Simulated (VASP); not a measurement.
# WC (P3m1) in VASP: single point with PBEsol

Aim: the single point of WC with PBEsol.

Program: VASP 6.6.1. These are calculated values, not measurements. Logs are shortened: lines on timing, memory, paths and dates and some standing lists are left out, and cuts for length are marked.

## (1) The cell of the first run

It takes space group P3m1 (No. 156, trigonal). Conventional cell: a = 2.898 Å, b = 2.898 Å, c = 8.333 Å, α = 90.00°, β = 90.00°, γ = 120.00°. W (site symmetry 3m) has 6 C at 2.10 to 2.19 Å and 8 W at 2.68 to 2.90 Å within 2.9 Å. Within 2.9 Å of W (site symmetry 3m) lie 6 C at 2.19 Å and 8 W at 2.68 to 2.90 Å. Within 2.9 Å of W (site symmetry 3m) lie 6 C at 2.19 Å and 8 W at 2.83 to 2.90 Å. Within 2.9 Å of C (site symmetry 3m) lie 6 W at 2.10 to 2.19 Å and 8 C at 2.68 to 2.90 Å. Within 2.9 Å of C (site symmetry 3m) lie 6 W at 2.19 Å and 8 C at 2.83 to 2.90 Å. C (site symmetry 3m) has 6 W at 2.19 Å and 8 C at 2.68 to 2.90 Å within 2.9 Å.

## (2) Single point, PBEsol (the distance across one plane changed)

Input file INCAR:

```
SYSTEM = WC
PREC     = Accurate       ! precision mode
ENCUT    = 520            ! plane-wave cutoff, eV
EDIFF    = 1E-7           ! SCF threshold, eV
ISMEAR   = 0              ! smearing method
SIGMA    = 0.15           ! smearing width, eV
LREAL    = .False.        ! projectors in reciprocal space
LASPH    = .True.         ! aspherical terms in the spheres
NELM     = 100            ! most SCF steps
ALGO     = Normal         ! electronic algorithm
ISIF     = 2              ! what is computed and relaxed
LWAVE    = .False.        ! write WAVECAR
LCHARG   = .False.        ! write CHGCAR
GGA      = PS             ! functional
NBANDS   = 36             ! bands
```

Input file KPOINTS:

```
regular mesh
0
Gamma
  23 23 7
  0 0 0
```

Input file POSCAR:

```
WC
1.0
   -2.8984136670      0.0000000000      0.0000000000
   -1.4492068335     -2.5100998663      0.0000000000
    0.0000000000      0.0000000000      8.3328357108
W C
3 3
Direct
    0.0000000000      0.0000000000      0.9331506853
    0.0000000000      0.0000000000      0.2544833020
    0.0000000000      0.0000000000      0.5938169937
    0.6666666667      0.6666666667      0.0848164562
    0.6666666667      0.6666666667      0.4241501479
    0.6666666667      0.6666666667      0.7634838395
```

Potentials or basis: VASP PAW PBE potentials, release 64 (W_sv, C).

Command:

```bash
> cat potpaw_PBE.64/W_sv/POTCAR potpaw_PBE.64/C/POTCAR > POTCAR
> mpirun -np 1 vasp_std > vasp.out
```

OUTCAR:

```text
SYSTEM = WC
   PREC = Accurate
   ENCUT = 520
   EDIFF = 1E-7
   ISMEAR = 0
   LREAL = .False.
   LASPH = .True.
   NELM = 100
   ISIF = 2
   GGA = PS

 ion  position               nearest neighbor table
   1  0.000  0.000  0.933-   4 2.10   4 2.10   4 2.10   6 2.19   6 2.19   6 2.19   2 2.68   3 2.83

   2  0.000  0.000  0.254-   4 2.19   4 2.19   4 2.19   5 2.19   5 2.19   5 2.19   1 2.68   3 2.83

   3  0.000  0.000  0.594-   6 2.19   5 2.19   6 2.19   5 2.19   6 2.19   5 2.19   1 2.83   2 2.83

   4  0.667  0.667  0.085-   1 2.10   1 2.10   1 2.10   2 2.19   2 2.19   2 2.19
   5  0.667  0.667  0.424-   3 2.19   3 2.19   3 2.19   2 2.19   2 2.19   2 2.19
   6  0.667  0.667  0.763-   3 2.19   1 2.19   3 2.19   1 2.19   3 2.19   1 2.19

  LATTYP: Found a hexagonal cell.
 ALAT       =     2.8984136670
 C/A-ratio  =     2.8749642626

  Lattice vectors:

 A1 = (   1.4492068335,   2.5100998663,   0.0000000000)
 A2 = (  -2.8984136670,   0.0000000000,   0.0000000000)
 A3 = (   0.0000000000,   0.0000000000,   8.3328357108)

Analysis of symmetry for initial positions (statically):
=====================================================================
 Subroutine PRICEL returns:
 Original cell was already a primitive cell.

 Routine SETGRP: Setting up the symmetry group for a
 hexagonal supercell.

 Subroutine GETGRP returns: Found  6 space group operations
 (whereof  6 operations were pure point group operations)
 out of a pool of 24 trial point group operations.

The static configuration has the point symmetry C_3v.

Analysis of symmetry for dynamics (positions and initial velocities):
=====================================================================
 Subroutine PRICEL returns:
 Original cell was already a primitive cell.

 Routine SETGRP: Setting up the symmetry group for a
 hexagonal supercell.

 Subroutine GETGRP returns: Found  6 space group operations
 (whereof  6 operations were pure point group operations)
 out of a pool of 24 trial point group operations.

The dynamic configuration has the point symmetry C_3v.

 Subroutine INISYM returns: Found  6 space group operations
 (whereof  6 operations are pure point group operations),
 and found     1 'primitive' translations

----------------------------------------------------------------------------------------

                                     Primitive cell

  volume of cell :      60.6239

  direct lattice vectors                    reciprocal lattice vectors
    -2.898413667  0.000000000  0.000000000    -0.345016314  0.199195262  0.000000000
    -1.449206833 -2.510099866  0.000000000     0.000000000 -0.398390524  0.000000000
     0.000000000  0.000000000  8.332835711     0.000000000  0.000000000  0.120007166

  length of vectors
     2.898413667  2.898413667  8.332835711     0.398390524  0.398390524  0.120007166

  position of ions in fractional coordinates (direct lattice)
     0.000000000  0.000000000  0.933150685
     0.000000000  0.000000000  0.254483302
     0.000000000  0.000000000  0.593816994
     0.666666667  0.666666667  0.084816456
     0.666666667  0.666666667  0.424150148
     0.666666667  0.666666667  0.763483839

  ion indices of the primitive-cell ions
   primitive index   ion index
                 1           1
                 2           2
                 3           3
                 4           4
                 5           5
                 6           6

----------------------------------------------------------------------------------------

 KPOINTS: regular mesh

Automatic generation of k-mesh.
 Grid dimensions read from file:
 generate k-points for:   23   23    7

 Generating k-lattice:

  Cartesian coordinates                     Fractional coordinates (reciprocal lattice)
    -0.015000709  0.008660664  0.000000000     0.043478261  0.000000000  0.000000000
     0.000000000 -0.017321327  0.000000000     0.000000000  0.043478261  0.000000000
     0.000000000  0.000000000  0.017143881     0.000000000  0.000000000  0.142857143

  Length of vectors
     0.017321327  0.017321327  0.017143881

  Shift w.r.t. Gamma in fractional coordinates (k-lattice)
     0.000000000  0.000000000  0.000000000

 Subroutine IBZKPT returns following result:
 ===========================================

 Found    356 irreducible k-points:

 Following reciprocal coordinates:
            Coordinates               Weight
  0.000000  0.000000  0.000000      1.000000
  0.043478 -0.000000  0.000000      6.000000
  0.086957  0.000000  0.000000      6.000000
  0.130435  0.000000  0.000000      6.000000
  0.173913  0.000000  0.000000      6.000000
  0.217391  0.000000  0.000000      6.000000
[... 16 lines left out ...]
 -0.478261  0.043478  0.000000      6.000000
  0.173913  0.086957  0.000000      6.000000
 [... further k-points ...]
   k-points           NKPTS =    356   k-points in BZ     NKDIM =    356   number of bands    NBANDS=     36
   number of dos      NEDOS =    301   number of ions     NIONS =      6
   total plane-waves  NPLWV =  36864
   dimension x,y,z NGX =    24 NGY =   24 NGZ =   64
   dimension x,y,z NGXF=    48 NGYF=   48 NGZF=  128
   ions per type =               3   3
   NGX,Y,Z   is equivalent  to a cutoff of  13.77, 13.77, 12.77 a.u.
   NGXF,Y,Z  is equivalent  to a cutoff of  27.53, 27.53, 25.54 a.u.
 SYSTEM =  WC
   PREC   = accura    normal or accurate (medium, high low for compatibility)
   ISTART =      0    job   : 0-new  1-cont  2-samecut
   ICHARG =      2    charge: 1-file 2-atom 10-const
   ISPIN  =      1    spin polarized calculation?
   LNONCOLLINEAR =      F non collinear calculations
   LSORBIT =      F    spin-orbit coupling
   LASPH  =      T    aspherical Exc in radial PAW
   ENCUT  =  520.0 eV  38.22 Ry    6.18 a.u.   5.39  5.39 15.49*2*pi/ulx,y,z
   NELM   =    100;   NELMIN=  2; NELMDL= -5     # of ELM steps
   EDIFF  = 0.1E-06   stopping-criterion for ELM
   LREAL  =      F    real-space projection
   EDIFFG = 0.1E-05   stopping-criterion for IOM
   NSW    =      0    number of steps for IOM
   IBRION =     -1    ionic relax: 0-MD 1-quasi-New 2-CG
   NFREE  =      0    steps in history (QN), initial steepest desc. (CG)
   ISIF   =      2    stress and relaxation
   ISYM   =      2    0-nonsym 1-usesym 2-fastsym
   POTIM  = 0.5000    time-step for ionic-motion
   TEBEG  =    0.0;   TEEND  =   0.0 temperature during run
   PSTRESS=    0.0 pullay stress
   NELECT =      54.0000    total number of electrons
   NUPDOWN=      -1.0000    fix difference up-down
   EMIN   =  10.00;   EMAX   =-10.00  energy-range for DOS
   EFERMI =   0.00;   METHOD = LEGACY
   ISMEAR =     0;   SIGMA  =   0.15  broadening in eV -4-tet -1-fermi 0-gaus
   EFERMI_NEDOS =   21; number of points for ismear=-14 and -15
   IALGO  =     38    algorithm
   IMIX   =      4    mixing-type and parameters
     AMIX     =   0.40;   BMIX     =  1.00
     AMIX_MAG =   1.60;   BMIX_MAG =  1.00
  volume/ion in A,a.u.               =      10.10        68.19
  Fermi-wavevector in a.u.,A,eV,Ry     =   1.575160  2.976621 33.757812  2.481129
  Thomas-Fermi vector in A             =   2.676186
   LORBIT       =      0    0 simple, 1 ext, 2 COOP (PROOUT), +10 PAW based schemes
   GGA     = PS    functional components
   LHFCALC =     F    Hartree Fock is set to
   AEXX    =    0.0000 exact exchange contribution
   IVDW    =     0    specifies the selected vdW correction
   LEPSILON=     F    determine dielectric tensor
   LRPA    =     F    only Hartree local field effects (RPA)
 non-spin polarized calculation
 Gauss-broadening in eV      SIGMA  =   0.15
  energy-cutoff  :      520.00
  volume of cell :       60.62
 maximum number of plane-waves:      1675
 NGX is ok and might be reduce to    24
   NGX = 11   NGY = 11   NGZ = 31

 number of electron      53.9999997 magnetization

 Free energy of the ion-electron system (eV)
  ---------------------------------------------------
  ext. energy  EPLUGINS =         0.00000000
  ---------------------------------------------------
  free energy    TOTEN  =       -71.42899766 eV

  energy without entropy =      -71.41874045  energy(sigma->0) =      -71.42386905

 E-fermi :  11.3398     XC(G=0): -14.0681

 val. band max:       11.3237220051   @ k =   0.1304   0.0000   0.0000
 cond. band min:      11.3589952534   @ k =   0.4348  -0.4783   0.4286
 fundamental gap:      0.0352732483
 Fermi energy:        11.3397812173

 k-point     1 :       0.0000    0.0000    0.0000
  band No.  band energies     occupation
      1     -62.5935      2.00000
      2     -62.5517      2.00000
      3     -62.4323      2.00000
      4     -27.2847      2.00000
      5     -27.1153      2.00000
      6     -26.4795      2.00000
[... 28 lines left out ...]
     35      16.6640      0.00000
     36      16.7695      0.00000

 k-point     2 :       0.0435   -0.0000    0.0000
  band No.  band energies     occupation
      1     -62.5924      2.00000
      2     -62.5506      2.00000
      3     -62.4312      2.00000
      4     -27.2817      2.00000
      5     -27.1123      2.00000
      6     -26.4962      2.00000
[... 28 lines left out ...]
     35      16.7256      0.00000
     36      16.7596      0.00000

 k-point     3 :       0.0870    0.0000    0.0000
  band No.  band energies     occupation
      1     -62.5892      2.00000
      2     -62.5473      2.00000
      3     -62.4279      2.00000
      4     -27.2726      2.00000
      5     -27.1036      2.00000
      6     -26.5446      2.00000
[... 28 lines left out ...]
     35      16.7439      0.00000
     36      16.8284      0.00000
[... 742 lines left out ...]
 k-point    23 :      -0.4783    0.0435    0.0000
  band No.  band energies     occupation
      1     -62.5323      2.00000
      2     -62.4912      2.00000
      3     -62.3701      2.00000
      4     -27.3240      2.00000
      5     -27.2198      2.00000
      6     -27.1815      2.00000
[... 28 lines left out ...]
     35      17.9355      0.00000
     36      18.1277      0.00000

 k-point    24 :       0.1739    0.0870    0.0000
  band No.  band energies     occupation
      1     -62.5810      2.00000
      2     -62.5392      2.00000
      3     -62.4195      2.00000
      4     -27.2499      2.00000
      5     -27.0818      2.00000
      6     -26.6601      2.00000
[... 28 lines left out ...]
     35      16.7233      0.00000
     36      16.7468      0.00000

 [... further k-points ...]
[... 5 lines left out ...]
  --------------------------------------------------------------------------------------
  -------------------------------------------------------------------------------------
  Total        2.2245131      2.2245131      8.3365114     -0.0000000      0.0000000     -0.0000000
  in kB       58.7897155     58.7897155    220.3183870     -0.0000000      0.0000000     -0.0000000
  external PRESSURE =     112.6326060 kB  Pullay stress =       0.0000000 kB

 VOLUME and BASIS-vectors are now :
 -----------------------------------------------------------------------------
  energy-cutoff  :      520.00
  volume of cell :       60.62
      direct lattice vectors                 reciprocal lattice vectors
    -2.898413667  0.000000000  0.000000000    -0.345016314  0.199195262  0.000000000
    -1.449206833 -2.510099866  0.000000000     0.000000000 -0.398390524  0.000000000
     0.000000000  0.000000000  8.332835711     0.000000000  0.000000000  0.120007166

 POSITION                                       TOTAL-FORCE (eV/Angst)
 -----------------------------------------------------------------------------------
      0.00000      0.00000      7.77579         0.000000      0.000000     -3.445669
      0.00000      0.00000      2.12057         0.000000      0.000000      1.857486
      0.00000      0.00000      4.94818        -0.000000     -0.000000      0.084809
     -2.89841     -1.67340      0.70676         0.000000      0.000000      1.964075
     -2.89841     -1.67340      3.53437        -0.000000      0.000000     -0.079795
     -2.89841     -1.67340      6.36199         0.000000      0.000000     -0.380906
 -----------------------------------------------------------------------------------
    total drift:                                0.000000      0.000000     -0.000040

  FREE ENERGIE OF THE ION-ELECTRON SYSTEM (eV)
  ---------------------------------------------------
  free  energy   TOTEN  =       -71.4289976592 eV

  energy  without entropy=      -71.4187404476  energy(sigma->0) =      -71.42386905
```

Run time: 24 min. Hardware: 1 thread of Oxide Virtual Turin-like, shared host; peak memory 0.6 GiB.

Results:

```
Free energy            : -71.4290 eV
Pressure               : 11.3 GPa
Largest force          : 3.446 eV/Å
Band gap on the k mesh : zero (bands 27 and 28 overlap by 0.97 eV)
```

Forces in eV/Å, atoms in the order of the input:
```
W    0.000  0.000 -3.446
W    0.000  0.000  1.857
W    0.000  0.000  0.085
C    0.000  0.000  1.964
C    0.000  0.000 -0.080
C    0.000  0.000 -0.381
```

Stress tensor (GPa, compression positive):
```
 5.88  0.00  0.00
 0.00  5.88  0.00
 0.00  0.00 22.03
```

Caveat: the cell differs from its parent crystal (the distance across one plane changed); the cell stands under pressure; the PAW data sets were made with another functional, which shifts forces and pressure a little; spin-orbit coupling is left out, which moves the levels of the heavy elements.
